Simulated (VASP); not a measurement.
Input of a VASP 6.6.1 run:

INCAR

```
ALGO = Normal
EDIFF = 1E-6
ENCUT = 500
GGA_COMPAT = F
ISIF = 2
ISMEAR = 0
LASPH = T
LCHARG = F
LREAL = F
LWAVE = F
NBANDS = 35
NELM = 120
PREC = Accurate
SIGMA = 0.02
```

KPOINTS

```
k-points
0
Gamma
  11 11 3
```

File POSCAR:

```
WS2
1.0
    3.1800000000      0.0000000000      0.0000000000
   -1.5900000000      2.7539607840      0.0000000000
    0.0000000000      0.0000000000     12.5000000000
W S
2 4
Direct
    0.6666666667      0.3333333333      0.7580000000
    0.3333333333      0.6666666667      0.2500000000
    0.6666666667      0.3333333333      0.3750000000
    0.3333333333      0.6666666667      0.8750000000
    0.6666666667      0.3333333333      0.1250000000
    0.3333333333      0.6666666667      0.6250000000
```

Potentials or basis: VASP PAW LDA potentials, release 64 (W_sv, S).

The run is started by

```console
$ cat potpaw_LDA.64/W_sv/POTCAR potpaw_LDA.64/S/POTCAR > POTCAR
$ mpirun -np 1 vasp_std > vasp.out
```

Question: What does it give for the band gap on the k mesh?

Answer: 0.85 eV (least direct gap 1.90 eV).

Question: Predict the pressure.

Answer: -4.8 GPa.

Forces in eV/Å, atoms in the order of the input:
```
W    0.000  0.000 -3.106
W    0.000  0.000  0.015
S    0.000  0.000 -0.311
S    0.000  0.000  1.402
S    0.000  0.000  0.312
S    0.000  0.000  1.688
```

Caveat: the cell stands under tension; spin-orbit coupling is left out, which moves the levels of the heavy elements; forces of over 1 eV/Å act on the atoms, so gaps and moduli don't describe the material at rest. As with any semilocal functional, this LDA gap is likely too small.
